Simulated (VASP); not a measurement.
# Be (Pm-3m) in VASP: notebook

Be is run at these levels: PBE; tasks: single point.

All numbers are computed with VASP 6.6.1; they aren't measurements. Logs are shortened: lines on timing, memory, paths and dates and some standing lists are left out, and cuts for length are marked.

## Step 1: The cell of the first run

Symmetry: Pm-3m, No. 221, cubic system. Conventional cell: a = 2.042 Å, b = 2.042 Å, c = 2.042 Å, α = 90.00°, β = 90.00°, γ = 90.00°. Within 2.7 Å of Be (site symmetry m-3m) lie 6 Be at 2.04 Å.

## Step 2: Single point, PBE

The input, INCAR:

```
SYSTEM = Be
ALGO = Normal
EDIFF = 1E-6
ENCUT = 520
GGA = PE
ISIF = 2
ISMEAR = 1
LASPH = .True.
LCHARG = .False.
LREAL = .False.
LWAVE = .False.
NBANDS = 7
NELM = 80
PREC = Accurate
SIGMA = 0.05
```

The input, KPOINTS:

```
k-points
0
Gamma
  11 11 11
  0 0 0
```

The input, POSCAR:

```
Be
1.0
    2.0418037413      0.0000000000      0.0000000000
    0.0000000000      2.0418037413      0.0000000000
    0.0000000000      0.0000000000      2.0418037413
Be
1
Direct
    0.0000000000      0.0000000000      0.0000000000
```

Potentials or basis: VASP PAW PBE potentials, release 64 (Be).

Launch:

```console
$ cat potpaw_PBE.64/Be/POTCAR > POTCAR
$ mpirun -np 1 vasp_std > vasp.out
```

OUTCAR:

```text
SYSTEM = Be
   EDIFF = 1E-6
   ENCUT = 520
   GGA = PE
   ISIF = 2
   ISMEAR = 1
   LASPH = .True.
   LREAL = .False.
   NELM = 80
   PREC = Accurate

 ion  position               nearest neighbor table
   1  0.000  0.000  0.000-

  LATTYP: Found a simple cubic cell.
 ALAT       =     2.0418037413

  Lattice vectors:

 A1 = (   2.0418037413,   0.0000000000,   0.0000000000)
 A2 = (   0.0000000000,   2.0418037413,   0.0000000000)
 A3 = (   0.0000000000,   0.0000000000,   2.0418037413)

Analysis of symmetry for initial positions (statically):
=====================================================================
 Subroutine PRICEL returns:
 Original cell was already a primitive cell.

 Routine SETGRP: Setting up the symmetry group for a
 simple cubic supercell.

 Subroutine GETGRP returns: Found 48 space group operations
 (whereof 48 operations were pure point group operations)
 out of a pool of 48 trial point group operations.

The static configuration has the point symmetry O_h .

Analysis of symmetry for dynamics (positions and initial velocities):
=====================================================================
 Subroutine PRICEL returns:
 Original cell was already a primitive cell.

 Routine SETGRP: Setting up the symmetry group for a
 simple cubic supercell.

 Subroutine GETGRP returns: Found 48 space group operations
 (whereof 48 operations were pure point group operations)
 out of a pool of 48 trial point group operations.

The dynamic configuration has the point symmetry O_h .

 Subroutine INISYM returns: Found 48 space group operations
 (whereof 48 operations are pure point group operations),
 and found     1 'primitive' translations

----------------------------------------------------------------------------------------

                                     Primitive cell

  volume of cell :       8.5122

  direct lattice vectors                    reciprocal lattice vectors
     2.041803741  0.000000000  0.000000000     0.489763036  0.000000000  0.000000000
     0.000000000  2.041803741  0.000000000     0.000000000  0.489763036  0.000000000
     0.000000000  0.000000000  2.041803741     0.000000000  0.000000000  0.489763036

  length of vectors
     2.041803741  2.041803741  2.041803741     0.489763036  0.489763036  0.489763036

  position of ions in fractional coordinates (direct lattice)
     0.000000000  0.000000000  0.000000000

  ion indices of the primitive-cell ions
   primitive index   ion index
                 1           1

----------------------------------------------------------------------------------------

 KPOINTS: k-points

Automatic generation of k-mesh.
 Grid dimensions read from file:
 generate k-points for:   11   11   11

 Generating k-lattice:

  Cartesian coordinates                     Fractional coordinates (reciprocal lattice)
     0.044523912  0.000000000  0.000000000     0.090909091  0.000000000  0.000000000
     0.000000000  0.044523912  0.000000000     0.000000000  0.090909091  0.000000000
     0.000000000  0.000000000  0.044523912     0.000000000  0.000000000  0.090909091

  Length of vectors
     0.044523912  0.044523912  0.044523912

  Shift w.r.t. Gamma in fractional coordinates (k-lattice)
     0.000000000  0.000000000  0.000000000

 Subroutine IBZKPT returns following result:
 ===========================================

 Found     56 irreducible k-points:

 Following reciprocal coordinates:
            Coordinates               Weight
  0.000000  0.000000  0.000000      1.000000
  0.090909  0.000000  0.000000      6.000000
  0.181818  0.000000  0.000000      6.000000
  0.272727  0.000000  0.000000      6.000000
  0.363636  0.000000  0.000000      6.000000
  0.454545  0.000000  0.000000      6.000000
[... 16 lines left out ...]
  0.181818  0.090909  0.090909     24.000000
  0.272727  0.090909  0.090909     24.000000
 [... further k-points ...]
   k-points           NKPTS =     56   k-points in BZ     NKDIM =     56   number of bands    NBANDS=      7
   number of dos      NEDOS =    301   number of ions     NIONS =      1
   total plane-waves  NPLWV =   4096
   dimension x,y,z NGX =    16 NGY =   16 NGZ =   16
   dimension x,y,z NGXF=    32 NGYF=   32 NGZF=   32
   ions per type =               1
   NGX,Y,Z   is equivalent  to a cutoff of  13.03, 13.03, 13.03 a.u.
   NGXF,Y,Z  is equivalent  to a cutoff of  26.05, 26.05, 26.05 a.u.
 SYSTEM =  Be
   PREC   = accura    normal or accurate (medium, high low for compatibility)
   ISTART =      0    job   : 0-new  1-cont  2-samecut
   ICHARG =      2    charge: 1-file 2-atom 10-const
   ISPIN  =      1    spin polarized calculation?
   LNONCOLLINEAR =      F non collinear calculations
   LSORBIT =      F    spin-orbit coupling
   LASPH  =      T    aspherical Exc in radial PAW
   ENCUT  =  520.0 eV  38.22 Ry    6.18 a.u.   3.80  3.80  3.80*2*pi/ulx,y,z
   NELM   =     80;   NELMIN=  2; NELMDL= -5     # of ELM steps
   EDIFF  = 0.1E-05   stopping-criterion for ELM
   LREAL  =      F    real-space projection
   EDIFFG = 0.1E-04   stopping-criterion for IOM
   NSW    =      0    number of steps for IOM
   IBRION =     -1    ionic relax: 0-MD 1-quasi-New 2-CG
   NFREE  =      0    steps in history (QN), initial steepest desc. (CG)
   ISIF   =      2    stress and relaxation
   ISYM   =      2    0-nonsym 1-usesym 2-fastsym
   POTIM  = 0.5000    time-step for ionic-motion
   TEBEG  =    0.0;   TEEND  =   0.0 temperature during run
   PSTRESS=    0.0 pullay stress
   NELECT =       2.0000    total number of electrons
   NUPDOWN=      -1.0000    fix difference up-down
   EMIN   =  10.00;   EMAX   =-10.00  energy-range for DOS
   EFERMI =   0.00;   METHOD = LEGACY
   ISMEAR =     1;   SIGMA  =   0.05  broadening in eV -4-tet -1-fermi 0-gaus
   EFERMI_NEDOS =   21; number of points for ismear=-14 and -15
   IALGO  =     38    algorithm
   IMIX   =      4    mixing-type and parameters
     AMIX     =   0.40;   BMIX     =  1.00
     AMIX_MAG =   1.60;   BMIX_MAG =  1.00
  volume/ion in A,a.u.               =       8.51        57.44
  Fermi-wavevector in a.u.,A,eV,Ry     =   1.010193  1.908987 13.884596  1.020489
  Thomas-Fermi vector in A             =   2.143167
   LORBIT       =      0    0 simple, 1 ext, 2 COOP (PROOUT), +10 PAW based schemes
   GGA     = PE    functional components
   LHFCALC =     F    Hartree Fock is set to
   AEXX    =    0.0000 exact exchange contribution
   IVDW    =     0    specifies the selected vdW correction
   LEPSILON=     F    determine dielectric tensor
   LRPA    =     F    only Hartree local field effects (RPA)
 non-spin polarized calculation
 Methfessel and Paxton  Order N= 1 SIGMA  =   0.05
  energy-cutoff  :      520.00
  volume of cell :        8.51
 maximum number of plane-waves:       251
 NGX is ok and might be reduce to    16
   NGX =  7   NGY =  7   NGZ =  7

 number of electron       2.0000000 magnetization

 Free energy of the ion-electron system (eV)
  ---------------------------------------------------
  ext. energy  EPLUGINS =         0.00000000
  ---------------------------------------------------
  free energy    TOTEN  =        -2.66735294 eV

  energy without entropy =       -2.66703987  energy(sigma->0) =       -2.66724858

 E-fermi :   6.3449     XC(G=0): -10.3527

 val. band max:        6.3383873296   @ k =   0.4545   0.1818   0.1818
 cond. band min:       6.3789813110   @ k =   0.3636   0.3636   0.3636
 fundamental gap:      0.0405939814
 Fermi energy:         6.3449273357

 k-point     1 :       0.0000    0.0000    0.0000
  band No.  band energies     occupation
      1      -4.4944      2.00000
      2      21.7374      0.00000
      3      21.7374      0.00000
      4      21.7374      0.00000
      5      27.6401      0.00000
      6      27.6401      0.00000
      7      38.4751      0.00000

 k-point     2 :       0.0909    0.0000    0.0000
  band No.  band energies     occupation
      1      -4.2729      2.00000
      2      18.9086      0.00000
      3      21.9746      0.00000
      4      21.9746      0.00000
      5      27.9260      0.00000
      6      30.8148      0.00000
      7      38.2247      0.00000

 k-point     3 :       0.1818    0.0000    0.0000
  band No.  band energies     occupation
      1      -3.6125      2.00000
      2      14.7567      0.00000
      3      22.6659      0.00000
      4      22.6659      0.00000
      5      28.7784      0.00000
      6      35.1676      0.00000
      7      38.3483      0.00000

 k-point     4 :       0.2727    0.0000    0.0000
  band No.  band energies     occupation
      1      -2.5311      2.00000
      2      10.9070      0.00000
      3      23.7356      0.00000
      4      23.7356      0.00000
      5      30.1748      0.00000
      6      35.4501      0.00000
      7      42.3751      0.00000

 k-point     5 :       0.3636    0.0000    0.0000
  band No.  band energies     occupation
      1      -1.0909      2.00000
      2       7.5964      0.00000
      3      24.9859      0.00000
      4      24.9859      0.00000
      5      32.0349      0.00000
      6      34.6638      0.00000
      7      40.3490      0.00000

 k-point     6 :       0.4545    0.0000    0.0000
  band No.  band energies     occupation
      1       0.3866      2.00000
      2       5.1802      2.00000
      3      25.9493      0.00000
      4      25.9493      0.00000
      5      33.9458      0.00000
      6      34.1692      0.00000
      7      38.2704      0.00000

 k-point     7 :       0.0909    0.0909    0.0000
  band No.  band energies     occupation
      1      -4.0502      2.00000
      2      18.2484      0.00000
      3      20.2543      0.00000
      4      22.2109      0.00000
      5      29.8204      0.00000
      6      32.1845      0.00000
      7      37.8338      0.00000

 k-point     8 :       0.1818    0.0909    0.0000
  band No.  band energies     occupation
      1      -3.3863      2.00000
      2      14.7491      0.00000
      3      20.4383      0.00000
      4      22.8998      0.00000
      5      31.0791      0.00000
      6      35.6503      0.00000
      7      37.8285      0.00000

 k-point     9 :       0.2727    0.0909    0.0000
  band No.  band energies     occupation
      1      -2.2986      2.00000
      2      11.0119      0.00000
      3      21.5237      0.00000
      4      23.9648      0.00000
      5      32.4089      0.00000
      6      34.4359      0.00000
      7      41.6571      0.00000

 k-point    10 :       0.3636    0.0909    0.0000
  band No.  band energies     occupation
      1      -0.8473      2.00000
      2       7.7361      0.00000
      3      22.9352      0.00000
      4      25.2075      0.00000
      5      32.4356      0.00000
      6      34.1252      0.00000
      7      39.6869      0.00000

 k-point    11 :       0.4545    0.0909    0.0000
  band No.  band energies     occupation
      1       0.6545      2.00000
      2       5.3138      2.00000
      3      24.1738      0.00000
      4      26.1627      0.00000
      5      30.8659      0.00000
      6      35.9066      0.00000
      7      37.7850      0.00000
[... 51 lines left out ...]
 k-point    17 :       0.3636    0.2727    0.0000
  band No.  band energies     occupation
      1       1.0519      2.00000
      2       8.4741      0.00000
      3      16.7333      0.00000
      4      24.0570      0.00000
      5      26.8253      0.00000
      6      38.5313      0.00000
      7      42.6014      0.00000

 k-point    18 :       0.4545    0.2727    0.0000
  band No.  band energies     occupation
      1       2.7287      2.00000
      2       6.2750      2.06365
      3      18.2151      0.00000
      4      21.2866      0.00000
      5      27.7067      0.00000
      6      39.1044      0.00000
      7      40.7992      0.00000

 k-point    19 :       0.3636    0.3636    0.0000
  band No.  band energies     occupation
      1       2.6204      2.00000
      2       8.1992      0.00000
      3      15.2546      0.00000
      4      20.5140      0.00000
      5      27.9298      0.00000
      6      39.8842      0.00000
      7      43.5308      0.00000

 k-point    20 :       0.4545    0.3636    0.0000
  band No.  band energies     occupation
      1       4.3834      2.00000
      2       6.8747     -0.00000
      3      15.7633      0.00000
      4      17.6898      0.00000
      5      28.7413      0.00000
      6      40.7595      0.00000
      7      42.6476      0.00000

 k-point    21 :       0.4545    0.4545    0.0000
  band No.  band energies     occupation
      1       6.0679      2.00000
      2       7.0450     -0.00000
      3      13.9949      0.00000
      4      15.6980      0.00000
      5      29.4860      0.00000
      6      42.2391      0.00000
      7      42.9053      0.00000

 k-point    22 :       0.0909    0.0909    0.0909
  band No.  band energies     occupation
      1      -3.8264      2.00000
      2      18.5029      0.00000
      3      18.5029      0.00000
      4      21.9515      0.00000
      5      32.4417      0.00000
      6      32.4417      0.00000
      7      37.4149      0.00000

 k-point    23 :       0.1818    0.0909    0.0909
  band No.  band energies     occupation
      1      -3.1592      2.00000
      2      14.8265      0.00000
      3      19.2510      0.00000
      4      22.4673      0.00000
      5      33.1902      0.00000
      6      35.6740      0.00000
      7      37.7871      0.00000

 k-point    24 :       0.2727    0.0909    0.0909
  band No.  band energies     occupation
      1      -2.0655      2.00000
      2      11.1392      0.00000
      3      20.4314      0.00000
      4      23.4915      0.00000
      5      33.9752      0.00000
      6      34.2990      0.00000
      7      39.8551      0.00000

 [... further k-points ...]
[... 5 lines left out ...]
  --------------------------------------------------------------------------------------
  -------------------------------------------------------------------------------------
  Total        1.0675387      1.0675387      1.0675387     -0.0000000      0.0000000     -0.0000000
  in kB      200.9334370    200.9334370    200.9334370     -0.0000000      0.0000000     -0.0000000
  external PRESSURE =     200.9334370 kB  Pullay stress =       0.0000000 kB

 VOLUME and BASIS-vectors are now :
 -----------------------------------------------------------------------------
  energy-cutoff  :      520.00
  volume of cell :        8.51
      direct lattice vectors                 reciprocal lattice vectors
     2.041803741  0.000000000  0.000000000     0.489763036  0.000000000  0.000000000
     0.000000000  2.041803741  0.000000000     0.000000000  0.489763036  0.000000000
     0.000000000  0.000000000  2.041803741     0.000000000  0.000000000  0.489763036

 POSITION                                       TOTAL-FORCE (eV/Angst)
 -----------------------------------------------------------------------------------
      0.00000      0.00000      0.00000         0.000000      0.000000      0.000000
 -----------------------------------------------------------------------------------
    total drift:                                0.000000     -0.000000     -0.000000

  FREE ENERGIE OF THE ION-ELECTRON SYSTEM (eV)
  ---------------------------------------------------
  free  energy   TOTEN  =        -2.6673529399 eV

  energy  without entropy=       -2.6670398678  energy(sigma->0) =       -2.66724858
```

It took 1.4 s on 1 thread of Intel Xeon 6975P-C (Granite Rapids), shared host; peak memory 0.11 GiB.

What came out:

```
Free energy            : -2.6674 eV
Pressure               : 20.1 GPa
Band gap on the k mesh : zero (band 1 reaches 11.36 eV, above the bottom of band 2 at 5.18 eV)
```

(Continued in part 2 of 2.)
